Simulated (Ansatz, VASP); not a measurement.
# Mo6CO in VASP and in Ansatz

File INCAR:

```
PREC = Accurate
ENCUT = 520
EDIFF = 1E-6
ISMEAR = 0
SIGMA = 0.1
LREAL = F
LASPH = T
NELM = 100
ALGO = Normal
ISIF = 2
LWAVE = F
LCHARG = F
LDIPOL = T
IDIPOL = 3
DIPOL = 0.5 0.5 0.324
GGA = PE
NBANDS = 57
```

File KPOINTS:

```
regular mesh
0
Gamma
  6 6 1
```

POSCAR

```
Mo6CO
1.0
    4.4695355114      0.0000000000      0.0000000000
   -2.2347677557      3.8707312960      0.0000000000
    0.0000000000      0.0000000000     22.2594351375
Mo C O
6 1 1
Direct
    0.6666666667      0.3333333333      0.1796990793
    0.3333333333      0.6666666667      0.2206857490
    0.0000000000      0.0000000000      0.2616724188
    0.6666666667      0.3333333333      0.2990140341
    0.3333333333      0.6666666667      0.3355214634
    0.0000000000      0.0000000000      0.3710532224
    0.1666666667      0.3333333333      0.4537147989
    0.3114033938      0.6228067875      0.4672025667
```

Input for Ansatz:

```yaml
crystal:
  lattice:
    - [4.4695355114, 0.0, 0.0]
    - [-2.2347677557, 3.870731296, 0.0]
    - [0.0, 0.0, 22.2594351375]
  atoms:
    - { symbol: Mo, position: [0.6666666667, 0.3333333333, 0.1796990793] }
    - { symbol: Mo, position: [0.3333333333, 0.6666666667, 0.220685749] }
    - { symbol: Mo, position: [0.0, 0.0, 0.2616724188] }
    - { symbol: Mo, position: [0.6666666667, 0.3333333333, 0.2990140341] }
    - { symbol: Mo, position: [0.3333333333, 0.6666666667, 0.3355214634] }
    - { symbol: Mo, position: [0.0, 0.0, 0.3710532224] }
    - { symbol: C, position: [0.1666666667, 0.3333333333, 0.4537147989] }
    - { symbol: O, position: [0.3114033938, 0.6228067875, 0.4672025667] }
basis:
  ecutwfc: 420
kpoints:
  mp_grid: { grid: [6, 6, 1] }
hamiltonian:
  xc: pbe
scf:
  occupations: { method: gaussian, width: 0.1 }
output:
  forces: true
  eigenvalues: true
efield:
  axis: 3
  dipole_correction: true
  ramp_width: 0.04
```

Alike in both runs: task single point; functional PBE; k mesh 6 × 6 × 1; occupations gaussian, width 0.1 eV; no spin polarisation.

|  | VASP | Ansatz |
| --- | --- | --- |
| version | VASP 6.6.1 | Ansatz 0.2.0 |
| potentials or method | VASP PAW PBE potentials, release 64 (Mo_sv, C, O), cutoff 520 eV | scalar-relativistic, plane waves, PAW |
| valence electrons in the cell | 94 | 94 |

```csv
,VASP,Ansatz,Ansatz less VASP
gap on the k mesh at the Fermi level (eV),0.06,0.07,+0.001
least direct gap on the mesh (eV),0.07,0.07,0.000
rms of the force components (eV/Å),0.905,0.818,-0.0866
```

Atom by atom the forces differ by 0.231 eV/Å (rms over components).

Noted on VASP's run: the standard files for N, O and F lose accuracy on very short bonds.
